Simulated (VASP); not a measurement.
# LiSb2 (Fddd) in VASP: a series of runs

LiSb2 is run at these levels: PBE+D3(BJ), PBE, RPBE; tasks: single point.

Program: VASP 6.6.1. These are calculated values, not measurements. Logs are shortened: lines on timing, memory, paths and dates and some standing lists are left out, and cuts for length are marked.

**1. The cell of the first run**

Symmetry: Fddd, No. 70, orthorhombic system. Conventional cell: a = 5.529 Å, b = 9.446 Å, c = 9.743 Å, α = 90.00°, β = 90.00°, γ = 90.00°. Li (site symmetry 222) has 10 Sb at 2.85 to 3.24 Å and 4 Li at 3.66 Å within 3.8 Å. Sb (site symmetry 2) has 5 Li at 2.85 to 3.24 Å and 9 Sb at 2.86 to 3.66 Å within 3.8 Å.

**2. Single point, PBE+D3(BJ)**

File INCAR:

```
SYSTEM = LiSb2
PREC = Accurate
ENCUT = 520
EDIFF = 1E-7
ISMEAR = 0
SIGMA = 0.1229
LREAL = .FALSE.
LASPH = .TRUE.
NELM = 60
ALGO = Normal
ISIF = 2
LWAVE = .FALSE.
LCHARG = .FALSE.
GGA = PE
IVDW = 12
NBANDS = 22
```

File KPOINTS:

```
regular mesh
0
G
  4 4 4
  0 0 0
```

File POSCAR:

```
LiSb2
1.0
    0.0000000000      2.7643230000      4.7229800000
    0.0000000000     -2.7643230000      4.7229800000
    4.8713630000      2.7643230000      0.0000000000
Li Sb
2 4
Direct
    0.0000000000      0.0000000000      0.0000000000
    0.2500000000      0.2500000000      0.5000000000
    0.6670000000      0.3330000000      0.6660000000
    0.3330000000      0.6670000000      0.3340000000
    0.5830000000      0.9170000000      0.8340000000
    0.9170000000      0.5830000000      0.1660000000
```

Potentials or basis: VASP PAW PBE potentials, release 64 (Li_sv, Sb).

The run is started by

```sh
cat potpaw_PBE.64/Li_sv/POTCAR potpaw_PBE.64/Sb/POTCAR > POTCAR
mpirun -np 1 vasp_std > vasp.out
```

OUTCAR:

```text
SYSTEM = LiSb2
   PREC = Accurate
   ENCUT = 520
   EDIFF = 1E-7
   ISMEAR = 0
   LREAL = .FALSE.
   LASPH = .TRUE.
   NELM = 60
   ISIF = 2
   GGA = PE
   IVDW = 12
 IVDW          = 12

 ion  position               nearest neighbor table
   1  0.000  0.000  0.000-   5 2.85   6 2.85   5 2.85   6 2.85
   2  0.250  0.250  0.500-   3 2.85   4 2.85   4 2.85   3 2.85
   3  0.667  0.333  0.666-   2 2.85   2 2.85   5 2.86   5 2.86   4 3.20   4 3.20   4 3.25   6 3.66
                             6 3.66   6 3.66   6 3.66
   4  0.333  0.667  0.334-   2 2.85   2 2.85   6 2.86   6 2.86   3 3.20   3 3.20   3 3.25   5 3.66
                             5 3.66   5 3.66   5 3.66
   5  0.583  0.917  0.834-   1 2.85   1 2.85   3 2.86   3 2.86   6 3.20   6 3.20   6 3.25   4 3.66
                             4 3.66   4 3.66   4 3.66
   6  0.917  0.583  0.166-   1 2.85   1 2.85   4 2.86   4 2.86   5 3.20   5 3.20   5 3.25   3 3.66
                             3 3.66   3 3.66   3 3.66

  LATTYP: Found a face centered orthorhombic cell.
 ALAT       =     5.5286460000
 B/A-ratio  =     1.7085485307
 C/A-ratio  =     1.7622264113

  Lattice vectors:

 A1 = (  -4.8713630000,   0.0000000000,   4.7229800000)
 A2 = (  -4.8713630000,  -2.7643230000,   0.0000000000)
 A3 = (   0.0000000000,  -2.7643230000,   4.7229800000)

Analysis of symmetry for initial positions (statically):
=====================================================================
 Subroutine PRICEL returns:
 Original cell was already a primitive cell.

 Routine SETGRP: Setting up the symmetry group for a
 face centered orthorhombic supercell.

 Subroutine GETGRP returns: Found  8 space group operations
 (whereof  4 operations were pure point group operations)
 out of a pool of  8 trial point group operations.

The static configuration has the point symmetry D_2 .
 The point group associated with its full space group is D_2h.

Analysis of symmetry for dynamics (positions and initial velocities):
=====================================================================
 Subroutine PRICEL returns:
 Original cell was already a primitive cell.

 Routine SETGRP: Setting up the symmetry group for a
 face centered orthorhombic supercell.

 Subroutine GETGRP returns: Found  8 space group operations
 (whereof  4 operations were pure point group operations)
 out of a pool of  8 trial point group operations.

The dynamic configuration has the point symmetry D_2 .
 The point group associated with its full space group is D_2h.

 Subroutine INISYM returns: Found  8 space group operations
 (whereof  4 operations are pure point group operations),
 and found     1 'primitive' translations

----------------------------------------------------------------------------------------

                                     Primitive cell

  volume of cell :     127.1995

  direct lattice vectors                    reciprocal lattice vectors
     0.000000000  2.764323000  4.722980000    -0.102640678  0.180876113  0.105865365
     0.000000000 -2.764323000  4.722980000     0.102640678 -0.180876113  0.105865365
     4.871363000  2.764323000  0.000000000     0.205281356  0.000000000  0.000000000

  length of vectors
     5.472478573  5.472478573  5.601040897     0.233363991  0.233363991  0.205281356

  position of ions in fractional coordinates (direct lattice)
     0.000000000  0.000000000  0.000000000
     0.250000000  0.250000000  0.500000000
     0.667000000  0.333000000  0.666000000
     0.333000000  0.667000000  0.334000000
     0.583000000  0.917000000  0.834000000
     0.917000000  0.583000000  0.166000000

  ion indices of the primitive-cell ions
   primitive index   ion index
                 1           1
                 2           2
                 3           3
                 4           4
                 5           5
                 6           6

----------------------------------------------------------------------------------------

 KPOINTS: regular mesh

Automatic generation of k-mesh.
 Grid dimensions read from file:
 generate k-points for:    4    4    4

 Generating k-lattice:

  Cartesian coordinates                     Fractional coordinates (reciprocal lattice)
    -0.025660169  0.045219028  0.026466341     0.250000000 -0.000000000  0.000000000
     0.025660169 -0.045219028  0.026466341    -0.000000000  0.250000000 -0.000000000
     0.051320339  0.000000000  0.000000000     0.000000000  0.000000000  0.250000000

  Length of vectors
     0.058340998  0.058340998  0.051320339

  Shift w.r.t. Gamma in fractional coordinates (k-lattice)
     0.000000000  0.000000000  0.000000000

 Subroutine IBZKPT returns following result:
 ===========================================

 Found     18 irreducible k-points:

 Following reciprocal coordinates:
            Coordinates               Weight
  0.000000  0.000000  0.000000      1.000000
  0.250000 -0.000000  0.000000      8.000000
  0.500000 -0.000000  0.000000      4.000000
  0.250000  0.250000  0.000000      2.000000
  0.500000  0.250000  0.000000      8.000000
 -0.250000  0.250000 -0.000000      4.000000
[... 10 lines left out ...]
  0.250000  0.250000  0.500000      2.000000
  0.500000  0.500000  0.500000      1.000000
   k-points           NKPTS =     18   k-points in BZ     NKDIM =     18   number of bands    NBANDS=     22
   number of dos      NEDOS =    301   number of ions     NIONS =      6
   total plane-waves  NPLWV =  74088
   dimension x,y,z NGX =    42 NGY =   42 NGZ =   42
   dimension x,y,z NGXF=    84 NGYF=   84 NGZF=   84
   ions per type =               2   4
   NGX,Y,Z   is equivalent  to a cutoff of  12.76, 12.76, 12.47 a.u.
   NGXF,Y,Z  is equivalent  to a cutoff of  25.52, 25.52, 24.93 a.u.
 SYSTEM =  LiSb2
   PREC   = accura    normal or accurate (medium, high low for compatibility)
   ISTART =      0    job   : 0-new  1-cont  2-samecut
   ICHARG =      2    charge: 1-file 2-atom 10-const
   ISPIN  =      1    spin polarized calculation?
   LNONCOLLINEAR =      F non collinear calculations
   LSORBIT =      F    spin-orbit coupling
   LASPH  =      T    aspherical Exc in radial PAW
   ENCUT  =  520.0 eV  38.22 Ry    6.18 a.u.  10.18 10.18 10.41*2*pi/ulx,y,z
   NELM   =     60;   NELMIN=  2; NELMDL= -5     # of ELM steps
   EDIFF  = 0.1E-06   stopping-criterion for ELM
   LREAL  =      F    real-space projection
   EDIFFG = 0.1E-05   stopping-criterion for IOM
   NSW    =      0    number of steps for IOM
   IBRION =     -1    ionic relax: 0-MD 1-quasi-New 2-CG
   NFREE  =      0    steps in history (QN), initial steepest desc. (CG)
   ISIF   =      2    stress and relaxation
   ISYM   =      2    0-nonsym 1-usesym 2-fastsym
   POTIM  = 0.5000    time-step for ionic-motion
   TEBEG  =    0.0;   TEEND  =   0.0 temperature during run
   PSTRESS=    0.0 pullay stress
   NELECT =      26.0000    total number of electrons
   NUPDOWN=      -1.0000    fix difference up-down
   EMIN   =  10.00;   EMAX   =-10.00  energy-range for DOS
   EFERMI =   0.00;   METHOD = LEGACY
   ISMEAR =     0;   SIGMA  =   0.12  broadening in eV -4-tet -1-fermi 0-gaus
   EFERMI_NEDOS =   21; number of points for ismear=-14 and -15
   IALGO  =     38    algorithm
   IMIX   =      4    mixing-type and parameters
     AMIX     =   0.40;   BMIX     =  1.00
     AMIX_MAG =   1.60;   BMIX_MAG =  1.00
  volume/ion in A,a.u.               =      21.20       143.06
  Fermi-wavevector in a.u.,A,eV,Ry     =   0.964356  1.822369 12.653186  0.929983
  Thomas-Fermi vector in A             =   2.093981
   LORBIT       =      0    0 simple, 1 ext, 2 COOP (PROOUT), +10 PAW based schemes
   GGA     = PE    functional components
   LHFCALC =     F    Hartree Fock is set to
   AEXX    =    0.0000 exact exchange contribution
   IVDW    =    12    specifies the selected vdW correction
   LEPSILON=     F    determine dielectric tensor
   LRPA    =     F    only Hartree local field effects (RPA)
 non-spin polarized calculation
 Gauss-broadening in eV      SIGMA  =   0.12
  energy-cutoff  :      520.00
  volume of cell :      127.20
 maximum number of plane-waves:      3442
 NGX is ok and might be reduce to    42
   NGX = 21   NGY = 21   NGZ = 21

 number of electron      25.9999994 magnetization

 Free energy of the ion-electron system (eV)
  ---------------------------------------------------
  ext. energy  EPLUGINS =         0.00000000
  ---------------------------------------------------
  free energy    TOTEN  =       -20.34403743 eV

  energy without entropy =      -20.32588929  energy(sigma->0) =      -20.33496336

 E-fermi :   7.9993     XC(G=0):  -9.9565

 val. band max:        7.9845107920   @ k =   0.5000  -0.0000   0.2500
 cond. band min:       8.0135778383   @ k =   0.2500  -0.2500   0.2500
 fundamental gap:      0.0290670463
 Fermi energy:         7.9992960670

 k-point     1 :       0.0000    0.0000    0.0000
  band No.  band energies     occupation
      1     -38.8413      2.00000
      2     -38.8398      2.00000
      3      -5.0202      2.00000
      4      -0.9706      2.00000
      5      -0.0964      2.00000
      6       1.6713      2.00000
[... 14 lines left out ...]
     21      15.2907      0.00000
     22      15.5237      0.00000

 k-point     2 :       0.2500   -0.0000    0.0000
  band No.  band energies     occupation
      1     -38.8411      2.00000
      2     -38.8400      2.00000
      3      -4.6088      2.00000
      4      -1.4931      2.00000
      5      -0.8193      2.00000
      6       0.5187      2.00000
[... 14 lines left out ...]
     21      13.6210      0.00000
     22      14.1002      0.00000

 k-point     3 :       0.5000   -0.0000    0.0000
  band No.  band energies     occupation
      1     -38.8409      2.00000
      2     -38.8402      2.00000
      3      -3.8474      2.00000
      4      -2.4575      2.00000
      5      -1.4791      2.00000
      6       0.1557      2.00000
[... 14 lines left out ...]
     21      13.2211      0.00000
     22      13.5497      0.00000
[... 326 lines left out ...]
 k-point    17 :       0.2500    0.2500    0.5000
  band No.  band energies     occupation
      1     -38.8405      2.00000
      2     -38.8405      2.00000
      3      -3.3274      2.00000
      4      -3.3274      2.00000
      5      -0.6860      2.00000
      6      -0.6860      2.00000
[... 14 lines left out ...]
     21      12.9437      0.00000
     22      12.9437      0.00000

 k-point    18 :       0.5000    0.5000    0.5000
  band No.  band energies     occupation
      1     -38.8405      2.00000
      2     -38.8405      2.00000
      3      -2.5601      2.00000
      4      -2.5601      2.00000
      5      -2.0172      2.00000
      6      -2.0172      2.00000
[... 14 lines left out ...]
     21      13.6840      0.00000
     22      13.6840      0.00000

------------------------ aborting loop because EDIFF is reached ----------------------------------------

 Edisp (eV)   -2.71906

 E8    (eV) :    -1.2305

  FORCE on cell =-STRESS in cart. coord.  units (eV):
  Direction    XX          YY          ZZ          XY          YZ          ZX
  --------------------------------------------------------------------------------------
  -------------------------------------------------------------------------------------
  Total       3.03042     4.84360     5.96785     0.00000     0.00000     0.00000
  in kB      38.17053    61.00899    75.16975     0.00000     0.00000     0.00000
  external pressure =       58.12 kB  Pullay stress =        0.00 kB

 VOLUME and BASIS-vectors are now :
 -----------------------------------------------------------------------------
  energy-cutoff  :      520.00
  volume of cell :      127.20
      direct lattice vectors                 reciprocal lattice vectors
     0.000000000  2.764323000  4.722980000    -0.102640678  0.180876113  0.105865365
     0.000000000 -2.764323000  4.722980000     0.102640678 -0.180876113  0.105865365
     4.871363000  2.764323000  0.000000000     0.205281356  0.000000000  0.000000000

 POSITION                                       TOTAL-FORCE (eV/Angst)
 -----------------------------------------------------------------------------------
      0.00000      0.00000      0.00000         0.000000      0.000000     -0.000000
      2.43568      1.38216      2.36149         0.000000      0.000000      0.000000
      3.24433      2.76432      4.72298        -0.617459     -0.000000      0.000000
      1.62704      0.00000      4.72298         0.617459      0.000000      0.000000
      4.06272      1.38216      7.08447         0.617459      0.000000     -0.000000
      0.80865      1.38216      7.08447        -0.617459     -0.000000     -0.000000
 -----------------------------------------------------------------------------------
    total drift:                               -0.000000     -0.000000     -0.000000

  FREE ENERGIE OF THE ION-ELECTRON SYSTEM (eV)
  ---------------------------------------------------
  free  energy   TOTEN  =       -23.0630958253 eV

  energy  without entropy=      -23.0449476846  energy(sigma->0) =      -23.05402175
```

Wall time 62 s (1 thread of AMD EPYC 7R43 (Zen 3), shared host); peak memory 0.22 GiB.

What came out:

| Quantity | Value |
| --- | --- |
| Free energy | -23.0631 eV |
| Largest force | 0.617 eV/Å |
| Band gap on the k mesh | zero (band 13 reaches 8.75 eV, above the bottom of band 14 at 6.26 eV) |
| Dispersion energy per atom | -0.453 eV |

Forces on the atoms (eV/Å):
```
Li   0.000  0.000  0.000
Li   0.000  0.000  0.000
Sb  -0.617  0.000  0.000
Sb   0.617  0.000  0.000
Sb   0.617  0.000  0.000
Sb  -0.617  0.000  0.000
```

Levels at points of the mesh, in eV from the Fermi level:
| k point | band 9 | band 10 | band 11 | band 12 | band 13 | band 14 | band 15 | band 16 | band 17 | band 18 |
| --- | --- | --- | --- | --- | --- | --- | --- | --- | --- | --- |
| (0.00, 0.00, 0.00) | -3.83 | -3.78 | -3.11 | -2.56 | -1.82 | -1.74 | 1.58 | 2.01 | 2.29 | 2.52 |
| (0.50, 0.00, 0.00) | -3.40 | -2.64 | -1.31 | -0.80 | 0.53 | 0.67 | 1.19 | 2.04 | 2.31 | 3.00 |
| (0.50, 0.50, 0.00) | -2.76 | -2.76 | -2.48 | -2.48 | 0.75 | 0.75 | 1.01 | 1.01 | 1.97 | 1.97 |
| (0.00, 0.00, 0.50) | -3.28 | -3.28 | -1.97 | -1.97 | 0.54 | 0.54 | 1.21 | 1.21 | 2.67 | 2.67 |
| (0.50, 0.50, 0.50) | -1.98 | -1.98 | -0.75 | -0.75 | -0.24 | -0.24 | 1.63 | 1.63 | 3.33 | 3.33 |

Caveat: the k points lie up to 0.37 Å⁻¹ apart; the cutoff is under 1.25 times the usual one of these potentials, so pressure, stress and relaxed cells hold a basis-set (Pulay) error; three body term missing; spin-orbit coupling is left out, which moves the levels of the heavy elements; pairwise dispersion overbinds metals, which lowers pressure and volume.

**3. Single point, PBE+D3(BJ)**

This run uses another cell than the first one, of 22.95 Å³/atom, 1.082 times its volume.

File INCAR:

```
SYSTEM = LiSb2
PREC = Accurate
ENCUT = 520
EDIFF = 1E-7
ISMEAR = 0
SIGMA = 0.1229
LREAL = .False.
LASPH = .True.
NELM = 60
ALGO = Normal
ISIF = 2
LWAVE = .False.
LCHARG = .True.
GGA = PE
IVDW = 12
LELF = .True.
LVHAR = .True.
NBANDS = 22
```

File KPOINTS:

```
regular mesh
0
Gamma
  4 4 4
  0 0 0
```

File POSCAR:

```
LiSb2
1.0
    0.0000000000      2.8913691466      5.3235239625
    0.0000000000     -2.8913691466      5.3235239625
    4.4723831535      2.8913691466      0.0000000000
Li Sb
2 4
Direct
    0.0000000000      0.0000000000      0.0000000000
    0.2500000000      0.2500000000      0.5000000000
    0.6711119543      0.3288880457      0.6577760914
    0.3288880457      0.6711119543      0.3422239086
    0.5788880457      0.9211119543      0.8422239086
    0.9211119543      0.5788880457      0.1577760914
```

Potentials or basis: VASP PAW PBE potentials, release 64 (Li_sv, Sb).

The run is started by

```sh
cat potpaw_PBE.64/Li_sv/POTCAR potpaw_PBE.64/Sb/POTCAR > POTCAR
mpirun -np 1 vasp_std > vasp.out
```

Wall time 67 s (1 thread of AMD EPYC 7R43 (Zen 3), shared host); peak memory 0.25 GiB.

Results (log left out):

```
Free energy                : -23.5320 eV
Band gap on the k mesh     : zero (band 13 reaches 8.59 eV, above the bottom of band 14 at 5.46 eV)
Dispersion energy per atom : -0.418 eV
```

Levels at points of the mesh, in eV from the Fermi level:
| k point | band 9 | band 10 | band 11 | band 12 | band 13 | band 14 | band 15 | band 16 | band 17 | band 18 |
| --- | --- | --- | --- | --- | --- | --- | --- | --- | --- | --- |
| (0.00, 0.00, 0.00) | -3.36 | -3.01 | -2.53 | -2.07 | -1.84 | -1.49 | 1.47 | 2.31 | 2.48 | 2.94 |
| (0.50, 0.00, 0.00) | -3.09 | -2.26 | -1.16 | -0.84 | 0.38 | 0.54 | 1.13 | 2.03 | 2.80 | 3.03 |
| (0.50, 0.50, 0.00) | -2.12 | -2.12 | -1.48 | -1.48 | -0.63 | -0.63 | 0.51 | 0.51 | 1.40 | 1.40 |
| (0.00, 0.00, 0.50) | -2.90 | -2.90 | -2.41 | -2.41 | 1.63 | 1.63 | 2.28 | 2.28 | 3.03 | 3.03 |
| (0.50, 0.50, 0.50) | -2.45 | -2.45 | -0.65 | -0.65 | 0.81 | 0.81 | 0.98 | 0.98 | 4.19 | 4.19 |

Caveat: the cutoff is under 1.25 times the usual one of these potentials, so pressure, stress and relaxed cells hold a basis-set (Pulay) error; three body term missing; spin-orbit coupling is left out, which moves the levels of the heavy elements; pairwise dispersion overbinds metals, which lowers pressure and volume.

(Continued in part 2 of 2.)
